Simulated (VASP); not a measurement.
# Ca (Fm-3m) in VASP: a series of runs

Runs on Ca. Level: PBEsol. Tasks: single point.

Program: VASP 6.6.1. These are calculated values, not measurements. Logs are shortened: lines on timing, memory, paths and dates and some standing lists are left out, and cuts for length are marked.

## (1) The cell of the first run

Symmetry: Fm-3m, No. 225, cubic system. The conventional cell has a = 5.456 Å, b = 5.456 Å, c = 5.456 Å, α = 90.00°, β = 90.00°, γ = 90.00°. Within 5.1 Å of Ca (site symmetry m-3m) lie 12 Ca at 3.86 Å.

## (2) Single point, PBEsol

INCAR reads:

```
SYSTEM = Ca
PREC = Accurate
ENCUT = 520
EDIFF = 1E-6
ISMEAR = -1
SIGMA = 0.1
LREAL = .FALSE.
LASPH = .TRUE.
NELM = 100
ALGO = Normal
ISIF = 2
LWAVE = .FALSE.
LCHARG = .FALSE.
GGA = PS
NBANDS = 22
```

KPOINTS reads:

```
regular mesh
0
G
  11 11 4
  0 0 0
```

POSCAR reads:

```
Ca
1.0
    0.0000000000      2.7279895927     -2.7279895927
   -2.7279895927      0.0000000000      2.7279895927
    5.4559791854      5.4559791854      5.4559791854
Ca
3
Direct
    0.0000000000      0.0000000000      0.0000000000
    0.3333333330      0.6666666670      0.3333333330
    0.6666666670      0.3333333330      0.6666666670
```

Potentials or basis: VASP PAW PBE potentials, release 64 (Ca_sv).

The run is started by

```console
cat potpaw_PBE.64/Ca_sv/POTCAR > POTCAR
mpirun -np 1 vasp_std > vasp.out
```

OUTCAR:

```text
SYSTEM = Ca
   PREC = Accurate
   ENCUT = 520
   EDIFF = 1E-6
   ISMEAR = -1
   LREAL = .FALSE.
   LASPH = .TRUE.
   NELM = 100
   ISIF = 2
   GGA = PS

 ion  position               nearest neighbor table
   1  0.000  0.000  0.000-
   2  0.333  0.667  0.333-
   3  0.667  0.333  0.667-

  LATTYP: Found a hexagonal cell.
 ALAT       =     3.8579598800
 C/A-ratio  =     2.4494897428

  Lattice vectors:

 A1 = (   0.0000000000,   2.7279895927,  -2.7279895927)
 A2 = (  -2.7279895927,   0.0000000000,   2.7279895927)
 A3 = (   5.4559791854,   5.4559791854,   5.4559791854)

Analysis of symmetry for initial positions (statically):
=====================================================================
 Subroutine PRICEL returns following result:

  LATTYP: Found a face centered cubic cell.
 ALAT       =     5.4559791799

  Lattice vectors:

 A1 = (   2.7279895900,   2.7279895900,   0.0000000000)
 A2 = (  -0.0000000027,   2.7279895900,   2.7279895927)
 A3 = (   2.7279895982,   0.0000000055,   2.7279895927)

   3 primitive cells build up your supercell.

 Routine SETGRP: Setting up the symmetry group for a
 hexagonal supercell.

 Subroutine GETGRP returns: Found 12 space group operations
 (whereof 12 operations were pure point group operations)
 out of a pool of 24 trial point group operations.

The static configuration has the point symmetry D_3d.

Analysis of symmetry for dynamics (positions and initial velocities):
=====================================================================
 Subroutine PRICEL returns following result:

  LATTYP: Found a face centered cubic cell.
 ALAT       =     5.4559791799

  Lattice vectors:

 A1 = (   2.7279895900,   2.7279895900,   0.0000000000)
 A2 = (  -0.0000000027,   2.7279895900,   2.7279895927)
 A3 = (   2.7279895982,   0.0000000055,   2.7279895927)

   3 primitive cells build up your supercell.

 Routine SETGRP: Setting up the symmetry group for a
 hexagonal supercell.

 Subroutine GETGRP returns: Found 12 space group operations
 (whereof 12 operations were pure point group operations)
 out of a pool of 24 trial point group operations.

The dynamic configuration has the point symmetry D_3d.

 Subroutine INISYM returns: Found 12 space group operations
 (whereof 12 operations are pure point group operations),
 and found     3 'primitive' translations

----------------------------------------------------------------------------------------

                                     Primitive cell

  volume of cell :      40.6030

  direct lattice vectors                    reciprocal lattice vectors
     2.727989590  2.727989590  0.000000000     0.183285156  0.183285157 -0.183285157
    -0.000000003  2.727989590  2.727989593    -0.183285157  0.183285157  0.183285157
     2.727989598  0.000000005  2.727989593     0.183285157 -0.183285157  0.183285157

  length of vectors
     3.857959876  3.857959878  3.857959884     0.317459204  0.317459204  0.317459204

  position of ions in fractional coordinates (direct lattice)
     0.000000000  0.000000000  0.000000000

  ion indices of the primitive-cell ions
   primitive index   ion index
                 1           1

----------------------------------------------------------------------------------------

 KPOINTS: regular mesh

Automatic generation of k-mesh.
 Grid dimensions read from file:
 generate k-points for:   11   11    4

 Generating k-lattice:

  Cartesian coordinates                     Fractional coordinates (reciprocal lattice)
    -0.011108191  0.022216383 -0.011108191     0.090909091  0.000000000  0.000000000
    -0.022216383  0.011108191  0.011108191     0.000000000  0.090909091  0.000000000
     0.015273763  0.015273763  0.015273763     0.000000000  0.000000000  0.250000000

  Length of vectors
     0.027209401  0.027209401  0.026454934

  Shift w.r.t. Gamma in fractional coordinates (k-lattice)
     0.000000000  0.000000000  0.000000000

 Subroutine IBZKPT returns following result:
 ===========================================

 Found     58 irreducible k-points:

 Following reciprocal coordinates:
            Coordinates               Weight
  0.000000  0.000000  0.000000      1.000000
  0.090909  0.000000  0.000000      6.000000
  0.181818  0.000000  0.000000      6.000000
  0.272727  0.000000  0.000000      6.000000
  0.363636  0.000000  0.000000      6.000000
  0.454545  0.000000  0.000000      6.000000
[... 16 lines left out ...]
  0.000000  0.272727  0.250000      6.000000
  0.363636  0.000000  0.250000      6.000000
 [... further k-points ...]
   k-points           NKPTS =     58   k-points in BZ     NKDIM =     58   number of bands    NBANDS=     22
   number of dos      NEDOS =    301   number of ions     NIONS =      3
   total plane-waves  NPLWV =  63000
   dimension x,y,z NGX =    30 NGY =   30 NGZ =   70
   dimension x,y,z NGXF=    60 NGYF=   60 NGZF=  140
   ions per type =               3
   NGX,Y,Z   is equivalent  to a cutoff of  12.93, 12.93, 12.31 a.u.
   NGXF,Y,Z  is equivalent  to a cutoff of  25.86, 25.86, 24.63 a.u.
 SYSTEM =  Ca
   PREC   = accura    normal or accurate (medium, high low for compatibility)
   ISTART =      0    job   : 0-new  1-cont  2-samecut
   ICHARG =      2    charge: 1-file 2-atom 10-const
   ISPIN  =      1    spin polarized calculation?
   LNONCOLLINEAR =      F non collinear calculations
   LSORBIT =      F    spin-orbit coupling
   LASPH  =      T    aspherical Exc in radial PAW
   ENCUT  =  520.0 eV  38.22 Ry    6.18 a.u.   7.17  7.17 17.57*2*pi/ulx,y,z
   NELM   =    100;   NELMIN=  2; NELMDL= -5     # of ELM steps
   EDIFF  = 0.1E-05   stopping-criterion for ELM
   LREAL  =      F    real-space projection
   EDIFFG = 0.1E-04   stopping-criterion for IOM
   NSW    =      0    number of steps for IOM
   IBRION =     -1    ionic relax: 0-MD 1-quasi-New 2-CG
   NFREE  =      0    steps in history (QN), initial steepest desc. (CG)
   ISIF   =      2    stress and relaxation
   ISYM   =      2    0-nonsym 1-usesym 2-fastsym
   POTIM  = 0.5000    time-step for ionic-motion
   TEBEG  =    0.0;   TEEND  =   0.0 temperature during run
   PSTRESS=    0.0 pullay stress
   NELECT =      30.0000    total number of electrons
   NUPDOWN=      -1.0000    fix difference up-down
   EMIN   =  10.00;   EMAX   =-10.00  energy-range for DOS
   EFERMI =   0.00;   METHOD = LEGACY
   ISMEAR =    -1;   SIGMA  =   0.10  broadening in eV -4-tet -1-fermi 0-gaus
   EFERMI_NEDOS =   21; number of points for ismear=-14 and -15
   IALGO  =     38    algorithm
   IMIX   =      4    mixing-type and parameters
     AMIX     =   0.40;   BMIX     =  1.00
     AMIX_MAG =   1.60;   BMIX_MAG =  1.00
  volume/ion in A,a.u.               =      40.60       274.00
  Fermi-wavevector in a.u.,A,eV,Ry     =   1.026177  1.939193 14.327458  1.053038
  Thomas-Fermi vector in A             =   2.160056
   LORBIT       =      0    0 simple, 1 ext, 2 COOP (PROOUT), +10 PAW based schemes
   GGA     = PS    functional components
   LHFCALC =     F    Hartree Fock is set to
   AEXX    =    0.0000 exact exchange contribution
   IVDW    =     0    specifies the selected vdW correction
   LEPSILON=     F    determine dielectric tensor
   LRPA    =     F    only Hartree local field effects (RPA)
 non-spin polarized calculation
  energy-cutoff  :      520.00
  volume of cell :      121.81
 maximum number of plane-waves:      3311
 NGX is ok and might be reduce to    30
   NGX = 15   NGY = 15   NGZ = 35

 number of electron      30.0000000 magnetization

 Free energy of the ion-electron system (eV)
  ---------------------------------------------------
  ext. energy  EPLUGINS =         0.00000000
  ---------------------------------------------------
  free energy    TOTEN  =        -6.46482890 eV

  energy without entropy =       -6.34515684  energy(sigma->0) =       -6.40499287

 E-fermi :   2.0391     XC(G=0):  -7.9332

 val. band max:        2.0138281888   @ k =   0.4545   0.0909   0.2500
 cond. band min:       2.0433790177   @ k =  -0.0909   0.4545   0.2500
 fundamental gap:      0.0295508288
 Fermi energy:         2.0391498659

 k-point     1 :       0.0000    0.0000    0.0000
  band No.  band energies     occupation
      1     -39.7030      2.00000
      2     -39.6905      2.00000
      3     -39.6905      2.00000
      4     -20.8123      2.00000
      5     -20.8123      2.00000
      6     -20.7069      2.00000
[... 14 lines left out ...]
     21       4.4551      0.00000
     22       4.4551      0.00000

 k-point     2 :       0.0909    0.0000    0.0000
  band No.  band energies     occupation
      1     -39.7018      2.00000
      2     -39.6898      2.00000
      3     -39.6897      2.00000
      4     -20.8109      2.00000
      5     -20.8105      2.00000
      6     -20.7187      2.00000
[... 14 lines left out ...]
     21       4.4742      0.00000
     22       4.5104      0.00000

 k-point     3 :       0.1818    0.0000    0.0000
  band No.  band energies     occupation
      1     -39.6986      2.00000
      2     -39.6880      2.00000
      3     -39.6877      2.00000
      4     -20.8096      2.00000
      5     -20.8063      2.00000
      6     -20.7421      2.00000
[... 14 lines left out ...]
     21       4.5771      0.00000
     22       4.5971      0.00000
[... 476 lines left out ...]
 k-point    23 :       0.0000    0.2727    0.2500
  band No.  band energies     occupation
      1     -39.6936      2.00000
      2     -39.6879      2.00000
      3     -39.6835      2.00000
      4     -20.8106      2.00000
      5     -20.7968      2.00000
      6     -20.7825      2.00000
[... 14 lines left out ...]
     21       4.5432      0.00000
     22       4.5456      0.00000

 k-point    24 :       0.3636    0.0000    0.2500
  band No.  band energies     occupation
      1     -39.6886      2.00000
      2     -39.6865      2.00000
      3     -39.6814      2.00000
      4     -20.8320      2.00000
      5     -20.8283      2.00000
      6     -20.7989      2.00000
[... 14 lines left out ...]
     21       4.0145      0.00000
     22       4.5243      0.00000

 [... further k-points ...]

------------------------ aborting loop because EDIFF is reached ----------------------------------------

  FORCE on cell =-STRESS in cart. coord.  units (eV):
  Direction    XX          YY          ZZ          XY          YZ          ZX
  --------------------------------------------------------------------------------------
  -------------------------------------------------------------------------------------
  Total        0.0338096      0.0338096      0.0338096      0.0064848      0.0064848      0.0064848
  in kB        0.4447037      0.4447037      0.4447037      0.0852952      0.0852952      0.0852952
  external PRESSURE =       0.4447037 kB  Pullay stress =       0.0000000 kB

 VOLUME and BASIS-vectors are now :
 -----------------------------------------------------------------------------
  energy-cutoff  :      520.00
  volume of cell :      121.81
      direct lattice vectors                 reciprocal lattice vectors
     0.000000000  2.727989593 -2.727989593    -0.122190104  0.244380209 -0.122190104
    -2.727989593  0.000000000  2.727989593    -0.244380209  0.122190104  0.122190104
     5.455979185  5.455979185  5.455979185     0.061095052  0.061095052  0.061095052

 POSITION                                       TOTAL-FORCE (eV/Angst)
 -----------------------------------------------------------------------------------
      0.00000      0.00000      0.00000        -0.000000     -0.000000     -0.000000
     -0.00000      2.72799      2.72799         0.000000      0.000000     -0.000000
      2.72799      5.45598      2.72799         0.000000      0.000000      0.000000
 -----------------------------------------------------------------------------------
    total drift:                                0.000000     -0.000000     -0.000000

  FREE ENERGIE OF THE ION-ELECTRON SYSTEM (eV)
  ---------------------------------------------------
  free  energy   TOTEN  =        -6.4648288988 eV

  energy  without entropy=       -6.3451568352  energy(sigma->0) =       -6.40499287
```

Wall time 91 s (1 thread of AMD EPYC 9R45 (Zen 5), shared host); peak memory 0.27 GiB.

Results:

| Property | Result |
| --- | --- |
| Free energy | -6.4648 eV |
| Pressure | 0.0 GPa |
| Band gap on the k mesh | zero (bands 15 and 16 overlap by 0.28 eV) |

Caveat: the PAW data sets were made with another functional, which shifts forces and pressure a little.

## (3) Single point, PBEsol

INCAR reads:

```
ALGO     = Normal         # electronic algorithm
EDIFF    = 1E-7           # SCF threshold, eV
ENCUT    = 520            # plane-wave cutoff, eV
GGA      = PS             # functional
ISIF     = 2              # what is computed and relaxed
ISMEAR   = -1             # smearing method
LASPH    = T              # aspherical terms in the spheres
LCHARG   = F              # write CHGCAR
LREAL    = F              # projectors in reciprocal space
LWAVE    = F              # write WAVECAR
NBANDS   = 22             # bands
NELM     = 60             # most SCF steps
PREC     = Accurate       # precision mode
SIGMA    = 0.1            # smearing width, eV
```

KPOINTS reads:

```
k-points
0
Gamma
  11 11 4
```

POSCAR is that of step 2.

Potentials or basis: VASP PAW PBE potentials, release 64 (Ca_sv).

The run is started by

```console
cat potpaw_PBE.64/Ca_sv/POTCAR > POTCAR
mpirun -np 1 vasp_std > vasp.out
```

Wall time 1.8 min (1 thread of AMD EPYC 9R45 (Zen 5), shared host); peak memory 0.27 GiB.

The run converged. Its results:

```yaml
Free_energy: -6.4648 eV
Pressure: 0.0 GPa
Band_gap_on_the_k_mesh: zero (bands 15 and 16 overlap by 0.28 eV)
```

Levels at points of the mesh, in eV from the Fermi level:
```
           k point  band 12  band 13  band 14  band 15  band 16  band 17  band 18  band 19
(0.00, 0.00, 0.00)   -22.73    -4.10    -2.32    -2.32     0.90     0.90     2.38     2.39
(0.00, 0.00, 0.50)   -22.73    -3.62    -3.62    -1.01    -0.12     1.90     1.90     2.27
```

Caveat: the PAW data sets were made with another functional, which shifts forces and pressure a little.
